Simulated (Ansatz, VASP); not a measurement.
## One calculation of Hf2C, two programs

```xyz
3
Lattice="3.2050 0.0000 0.0000 -1.6025 2.7756 0.0000 0.0000 0.0000 5.6927" Properties=species:S:1:pos:R:3 pbc="T T T"
Hf    0.0000    0.0000    4.3042
Hf    0.0000    0.0000    1.3884
C     0.0000    1.8504    0.0000
```

Change from the starting cell: ordered vacancies on the anion sites of nickel arsenide (P-6m2, No. 187).

Alike in both runs: functional PBE; k mesh 18 × 18 × 8; occupations gaussian, width 0.1 eV; no spin polarisation.

Ansatz relaxed the structure, and its values are those at the end. VASP's run is a single point on that final structure, the one shown.

|  | VASP | Ansatz |
| --- | --- | --- |
| version | VASP 6.6.1 | Ansatz 0.2.0 |
| potentials or method | VASP PAW PBE potentials, release 64 (Hf_pv, C), cutoff 520 eV | scalar-relativistic, plane waves, PAW |
| valence electrons in the cell | 24 | 56 |

VASP gave:

- gap on the k mesh at the Fermi level (eV): none
- pressure (GPa): -0.7
- rms of the force components (eV/Å): 0.039

Task: Estimate Ansatz's values.

Result: gap on the k mesh at the Fermi level (eV): none; pressure (GPa): 0.0; rms of the force components (eV/Å): 0.002.

A gap of «none» marks a metal or a gap that the smearing closes. The functional is the same, so the differences come from potentials, cutoffs and numerics. VASP's potentials hold 24 valence electrons a cell and Ansatz's 56, so a difference there can come from the potentials and not from the codes.

Neither program's run includes spin-orbit coupling.
